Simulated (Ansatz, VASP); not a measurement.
Two plane-wave programs on Ti4C3

The input INCAR:

```
PREC = Accurate
ENCUT = 600
EDIFF = 1E-6
ISMEAR = 0
SIGMA = 0.2
LREAL = False
LASPH = True
NELM = 100
ALGO = Normal
ISIF = 3
LWAVE = False
LCHARG = False
GGA = PE
IBRION = 2
NSW = 80
EDIFFG = -0.025
```

The input KPOINTS:

```
regular mesh
0
Gamma
  6 6 6
```

The input POSCAR:

```
Ti4C3
1.0
    4.2912482546      0.0101591111      0.0361811050
    0.0101591111      4.4372156498     -0.0267625239
    0.0361811050     -0.0267625239      4.2420068042
Ti C
4 3
Direct
    0.4857336656      0.0119814293     -0.0037089949
    0.0278082754      0.4963386276     -0.0075811161
   -0.0251977018     -0.0164781293      0.4980654324
    0.4783107488      0.5481531050      0.5064976465
   -0.0078270444      0.5045539357      0.5103399173
    0.5461921279     -0.0101808425      0.5321076800
    0.4949799284      0.4656318743     -0.0357205653
```

Input for Ansatz:

```yaml
crystal:
  lattice:
    - [4.2912482546, 0.0101591111, 0.036181105]
    - [0.0101591111, 4.4372156498, -0.0267625239]
    - [0.036181105, -0.0267625239, 4.2420068042]
  atoms:
    - { symbol: Ti, position: [0.4857336656, 0.0119814293, -0.0037089949] }
    - { symbol: Ti, position: [0.0278082754, 0.4963386276, -0.0075811161] }
    - { symbol: Ti, position: [-0.0251977018, -0.0164781293, 0.4980654324] }
    - { symbol: Ti, position: [0.4783107488, 0.548153105, 0.5064976465] }
    - { symbol: C, position: [-0.0078270444, 0.5045539357, 0.5103399173] }
    - { symbol: C, position: [0.5461921279, -0.0101808425, 0.53210768] }
    - { symbol: C, position: [0.4949799284, 0.4656318743, -0.0357205653] }
basis:
  ecutwfc: 420
kpoints:
  mp_grid: { grid: [6, 6, 6] }
hamiltonian:
  xc: pbe
scf:
  occupations: { method: gaussian, width: 0.2 }
  lower_state_search: "off"
output:
  forces: true
  stress: true
  eigenvalues: true
relax:
  adjacent_minimum: "off"
  f_tol: 0.025
  max_steps: 60
  cell: { stress_tol: 0.25 }
```

Change from the starting cell: cell x1, atoms moved at random (sigma 0.1 Å) and cell strained at random (1.5 %), then relaxed without symmetry.

Alike in both runs: task relaxation of cell and atoms; functional PBE; k mesh 6 × 6 × 6; occupations gaussian, width 0.2 eV; no spin polarisation.

```csv
,VASP,Ansatz
version,VASP 6.6.1,Ansatz 0.2.0
potentials or method,"VASP PAW PBE potentials, release 64 (Ti_sv, C), cutoff 600 eV","scalar-relativistic, plane waves, PAW"
valence electrons in the cell,60,60
```

|  | VASP | Ansatz | Ansatz less VASP |
| --- | --- | --- | --- |
| gap on the k mesh at the Fermi level, each at its own relaxed structure (eV) | none | none | - |
| relaxed volume (Å³/atom) | 11.43 | 11.44 | +0.013 |
| relaxed length of the cell vector where the two differ most in proportion (Å) | 4.309 | 4.311 | +0.0022 |

A gap of «none» marks a metal or a gap that the smearing closes.
